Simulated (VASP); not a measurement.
# KBr (R-3m) in VASP: further runs

KBr is run at these levels: PBEsol; tasks: single point.

All numbers are computed with VASP 6.6.1; they aren't measurements. Logs are shortened: lines on timing, memory, paths and dates and some standing lists are left out, and cuts for length are marked.

### 1 The cell of the first run

It takes space group R-3m (No. 166, trigonal). Conventional cell: a = 4.916 Å, b = 4.916 Å, c = 10.234 Å, α = 90.00°, β = 90.00°, γ = 120.00°. K (site symmetry -3m) has 6 Br at 3.31 Å within 4.4 Å. Br (site symmetry -3m) has 6 K at 3.31 Å within 4.4 Å.

### 2 Single point, PBEsol

INCAR reads:

```
SYSTEM = KBr
PREC = Accurate
ENCUT = 520
EDIFF = 1E-6
ISMEAR = 0
SIGMA = 0.05
LREAL = .False.
LASPH = .True.
NELM = 100
ALGO = Normal
ISIF = 2
LWAVE = .False.
LCHARG = .False.
GGA = PS
NBANDS = 15
```

KPOINTS reads:

```
regular mesh
0
Gamma
  8 8 8
  0 0 0
```

POSCAR reads:

```
KBr
1.0
   -0.3475784230      3.1282058066      3.1282058066
    3.1282058066     -0.3475784230      3.1282058066
    3.1282058066      3.1282058066     -0.3475784230
K Br
1 1
Direct
    0.0000000000      0.0000000000      0.0000000000
    0.5000000000      0.5000000000      0.5000000000
```

Potentials or basis: VASP PAW PBE potentials, release 64 (K_sv, Br).

Command:

```bash
$ cat potpaw_PBE.64/K_sv/POTCAR potpaw_PBE.64/Br/POTCAR > POTCAR
$ mpirun -np 1 vasp_std > vasp.out
```

OUTCAR:

```text
SYSTEM = KBr
   PREC = Accurate
   ENCUT = 520
   EDIFF = 1E-6
   ISMEAR = 0
   LREAL = .False.
   LASPH = .True.
   NELM = 100
   ISIF = 2
   GGA = PS

 ion  position               nearest neighbor table
   1  0.000  0.000  0.000-
   2  0.500  0.500  0.500-

  LATTYP: Found a trigonal (rhomboedric) cell.
 ALAT       =     4.4375842411
 COS(alpha) =     0.3865030675

  Lattice vectors:

 A1 = (  -0.3475784230,   3.1282058066,   3.1282058066)
 A2 = (   3.1282058066,  -0.3475784230,   3.1282058066)
 A3 = (   3.1282058066,   3.1282058066,  -0.3475784230)

Analysis of symmetry for initial positions (statically):
=====================================================================
 Subroutine PRICEL returns:
 Original cell was already a primitive cell.

 Routine SETGRP: Setting up the symmetry group for a
 trigonal (rhombohedral) supercell.

 Subroutine GETGRP returns: Found 12 space group operations
 (whereof 12 operations were pure point group operations)
 out of a pool of 12 trial point group operations.

The static configuration has the point symmetry D_3d.

Analysis of symmetry for dynamics (positions and initial velocities):
=====================================================================
 Subroutine PRICEL returns:
 Original cell was already a primitive cell.

 Routine SETGRP: Setting up the symmetry group for a
 trigonal (rhombohedral) supercell.

 Subroutine GETGRP returns: Found 12 space group operations
 (whereof 12 operations were pure point group operations)
 out of a pool of 12 trial point group operations.

The dynamic configuration has the point symmetry D_3d.

 Subroutine INISYM returns: Found 12 space group operations
 (whereof 12 operations are pure point group operations),
 and found     1 'primitive' translations

----------------------------------------------------------------------------------------

                                     Primitive cell

  volume of cell :      71.3851

  direct lattice vectors                    reciprocal lattice vectors
    -0.347578423  3.128205807  3.128205807    -0.135390520  0.152314335  0.152314335
     3.128205807 -0.347578423  3.128205807     0.152314335 -0.135390520  0.152314335
     3.128205807  3.128205807 -0.347578423     0.152314335  0.152314335 -0.135390520

  length of vectors
     4.437584241  4.437584241  4.437584241     0.254420727  0.254420727  0.254420727

  position of ions in fractional coordinates (direct lattice)
     0.000000000  0.000000000  0.000000000
     0.500000000  0.500000000  0.500000000

  ion indices of the primitive-cell ions
   primitive index   ion index
                 1           1
                 2           2

----------------------------------------------------------------------------------------

 KPOINTS: regular mesh

Automatic generation of k-mesh.
 Grid dimensions read from file:
 generate k-points for:    8    8    8

 Generating k-lattice:

  Cartesian coordinates                     Fractional coordinates (reciprocal lattice)
    -0.016923815  0.019039292  0.019039292     0.125000000  0.000000000  0.000000000
     0.019039292 -0.016923815  0.019039292     0.000000000  0.125000000  0.000000000
     0.019039292  0.019039292 -0.016923815     0.000000000  0.000000000  0.125000000

  Length of vectors
     0.031802591  0.031802591  0.031802591

  Shift w.r.t. Gamma in fractional coordinates (k-lattice)
     0.000000000  0.000000000  0.000000000

 Subroutine IBZKPT returns following result:
 ===========================================

 Found     65 irreducible k-points:

 Following reciprocal coordinates:
            Coordinates               Weight
  0.000000  0.000000  0.000000      1.000000
  0.125000  0.000000  0.000000      6.000000
  0.250000  0.000000  0.000000      6.000000
  0.375000 -0.000000 -0.000000      6.000000
  0.500000  0.000000  0.000000      3.000000
  0.125000  0.125000  0.000000      6.000000
[... 16 lines left out ...]
  0.250000  0.125000  0.125000      6.000000
  0.375000  0.125000  0.125000      6.000000
 [... further k-points ...]
   k-points           NKPTS =     65   k-points in BZ     NKDIM =     65   number of bands    NBANDS=     15
   number of dos      NEDOS =    301   number of ions     NIONS =      2
   total plane-waves  NPLWV =  46656
   dimension x,y,z NGX =    36 NGY =   36 NGZ =   36
   dimension x,y,z NGXF=    72 NGYF=   72 NGZF=   72
   ions per type =               1   1
   NGX,Y,Z   is equivalent  to a cutoff of  13.49, 13.49, 13.49 a.u.
   NGXF,Y,Z  is equivalent  to a cutoff of  26.97, 26.97, 26.97 a.u.
 SYSTEM =  KBr
   PREC   = accura    normal or accurate (medium, high low for compatibility)
   ISTART =      0    job   : 0-new  1-cont  2-samecut
   ICHARG =      2    charge: 1-file 2-atom 10-const
   ISPIN  =      1    spin polarized calculation?
   LNONCOLLINEAR =      F non collinear calculations
   LSORBIT =      F    spin-orbit coupling
   LASPH  =      T    aspherical Exc in radial PAW
   ENCUT  =  520.0 eV  38.22 Ry    6.18 a.u.   8.25  8.25  8.25*2*pi/ulx,y,z
   NELM   =    100;   NELMIN=  2; NELMDL= -5     # of ELM steps
   EDIFF  = 0.1E-05   stopping-criterion for ELM
   LREAL  =      F    real-space projection
   EDIFFG = 0.1E-04   stopping-criterion for IOM
   NSW    =      0    number of steps for IOM
   IBRION =     -1    ionic relax: 0-MD 1-quasi-New 2-CG
   NFREE  =      0    steps in history (QN), initial steepest desc. (CG)
   ISIF   =      2    stress and relaxation
   ISYM   =      2    0-nonsym 1-usesym 2-fastsym
   POTIM  = 0.5000    time-step for ionic-motion
   TEBEG  =    0.0;   TEEND  =   0.0 temperature during run
   PSTRESS=    0.0 pullay stress
   NELECT =      16.0000    total number of electrons
   NUPDOWN=      -1.0000    fix difference up-down
   EMIN   =  10.00;   EMAX   =-10.00  energy-range for DOS
   EFERMI =   0.00;   METHOD = LEGACY
   ISMEAR =     0;   SIGMA  =   0.05  broadening in eV -4-tet -1-fermi 0-gaus
   EFERMI_NEDOS =   21; number of points for ismear=-14 and -15
   IALGO  =     38    algorithm
   IMIX   =      4    mixing-type and parameters
     AMIX     =   0.40;   BMIX     =  1.00
     AMIX_MAG =   1.60;   BMIX_MAG =  1.00
  volume/ion in A,a.u.               =      35.69       240.87
  Fermi-wavevector in a.u.,A,eV,Ry     =   0.994441  1.879221 13.454978  0.988913
  Thomas-Fermi vector in A             =   2.126392
   LORBIT       =      0    0 simple, 1 ext, 2 COOP (PROOUT), +10 PAW based schemes
   GGA     = PS    functional components
   LHFCALC =     F    Hartree Fock is set to
   AEXX    =    0.0000 exact exchange contribution
   IVDW    =     0    specifies the selected vdW correction
   LEPSILON=     F    determine dielectric tensor
   LRPA    =     F    only Hartree local field effects (RPA)
 non-spin polarized calculation
 Gauss-broadening in eV      SIGMA  =   0.05
  energy-cutoff  :      520.00
  volume of cell :       71.39
 maximum number of plane-waves:      1948
 NGX is ok and might be reduce to    36
   NGX = 17   NGY = 17   NGZ = 17

 number of electron      16.0000003 magnetization

 Free energy of the ion-electron system (eV)
  ---------------------------------------------------
  ext. energy  EPLUGINS =         0.00000000
  ---------------------------------------------------
  free energy    TOTEN  =        -6.42811878 eV

  energy without entropy =       -6.42811878  energy(sigma->0) =       -6.42811878

 E-fermi :  -1.3104     XC(G=0):  -7.5830

 val. band max:       -1.5517426708   @ k =   0.0000   0.0000   0.0000
 cond. band min:       2.4608632030   @ k =   0.0000   0.0000   0.0000
 fundamental gap:      4.0126058739
 Fermi energy:        -1.3103874894

 k-point     1 :       0.0000    0.0000    0.0000
  band No.  band energies     occupation
      1     -29.4548      2.00000
      2     -14.0742      2.00000
      3     -12.9985      2.00000
      4     -12.9882      2.00000
      5     -12.9882      2.00000
      6      -1.8332      2.00000
      7      -1.8332      2.00000
      8      -1.5517      2.00000
      9       2.4609      0.00000
     10       5.3121      0.00000
     11       5.3121      0.00000
     12       6.7014      0.00000
     13       6.7014      0.00000
     14       6.8202      0.00000
     15       9.7094      0.00000

 k-point     2 :       0.1250    0.0000    0.0000
  band No.  band energies     occupation
      1     -29.4539      2.00000
      2     -14.1048      2.00000
      3     -13.0002      2.00000
      4     -12.9874      2.00000
      5     -12.9475      2.00000
      6      -2.0407      2.00000
      7      -1.8774      2.00000
      8      -1.6209      2.00000
      9       2.8394      0.00000
     10       5.3615      0.00000
     11       5.4813      0.00000
     12       6.8682      0.00000
     13       6.8699      0.00000
     14       6.9330      0.00000
     15      10.1648      0.00000

 k-point     3 :       0.2500    0.0000    0.0000
  band No.  band energies     occupation
      1     -29.4520      2.00000
      2     -14.1716      2.00000
      3     -13.0052      2.00000
      4     -12.9854      2.00000
      5     -12.8550      2.00000
      6      -2.4955      2.00000
      7      -1.9805      2.00000
      8      -1.7293      2.00000
      9       3.6770      0.00000
     10       5.5014      0.00000
     11       5.9606      0.00000
     12       7.2324      0.00000
     13       7.3250      0.00000
     14       7.5472      0.00000
     15      10.0835      0.00000
[... 343 lines left out ...]
 k-point    23 :       0.2500    0.1250    0.1250
  band No.  band energies     occupation
      1     -29.4517      2.00000
      2     -14.1168      2.00000
      3     -13.0041      2.00000
      4     -12.9862      2.00000
      5     -12.9258      2.00000
      6      -2.2880      2.00000
      7      -1.9916      2.00000
      8      -1.8040      2.00000
      9       3.4827      0.00000
     10       5.4812      0.00000
     11       5.7220      0.00000
     12       6.6459      0.00000
     13       7.1455      0.00000
     14       7.2566      0.00000
     15      10.9596      0.00000

 k-point    24 :       0.3750    0.1250    0.1250
  band No.  band energies     occupation
      1     -29.4498      2.00000
      2     -14.1672      2.00000
      3     -13.0144      2.00000
      4     -12.9843      2.00000
      5     -12.8513      2.00000
      6      -2.6917      2.00000
      7      -2.0872      2.00000
      8      -1.8442      2.00000
      9       4.3195      0.00000
     10       5.3558      0.00000
     11       6.2116      0.00000
     12       7.2240      0.00000
     13       7.8261      0.00000
     14       7.8799      0.00000
     15       9.9254      0.00000

 [... further k-points ...]
[... 5 lines left out ...]
  --------------------------------------------------------------------------------------
  -------------------------------------------------------------------------------------
  Total       -0.1641587     -0.1641587     -0.1641587      0.1687658      0.1687658      0.1687658
  in kB       -3.6844029     -3.6844029     -3.6844029      3.7878061      3.7878061      3.7878061
  external PRESSURE =      -3.6844029 kB  Pullay stress =       0.0000000 kB

 VOLUME and BASIS-vectors are now :
 -----------------------------------------------------------------------------
  energy-cutoff  :      520.00
  volume of cell :       71.39
      direct lattice vectors                 reciprocal lattice vectors
    -0.347578423  3.128205807  3.128205807    -0.135390520  0.152314335  0.152314335
     3.128205807 -0.347578423  3.128205807     0.152314335 -0.135390520  0.152314335
     3.128205807  3.128205807 -0.347578423     0.152314335  0.152314335 -0.135390520

 POSITION                                       TOTAL-FORCE (eV/Angst)
 -----------------------------------------------------------------------------------
      0.00000      0.00000      0.00000         0.000000     -0.000000     -0.000000
      2.95442      2.95442      2.95442         0.000000      0.000000      0.000000
 -----------------------------------------------------------------------------------
    total drift:                                0.000000      0.000000      0.000000

  FREE ENERGIE OF THE ION-ELECTRON SYSTEM (eV)
  ---------------------------------------------------
  free  energy   TOTEN  =        -6.4281187841 eV

  energy  without entropy=       -6.4281187841  energy(sigma->0) =       -6.42811878
```

Run time: 27 s. Hardware: 1 thread of Intel Xeon Platinum 8559C (Emerald Rapids), shared host; peak memory 0.25 GiB.

Results:

- Free energy: -6.4281 eV
- Pressure: -0.4 GPa
- Band gap on the k mesh: 4.01 eV, direct

Caveat: the PAW data sets were made with another functional, which shifts forces and pressure a little.

[end of part 1 of 2]
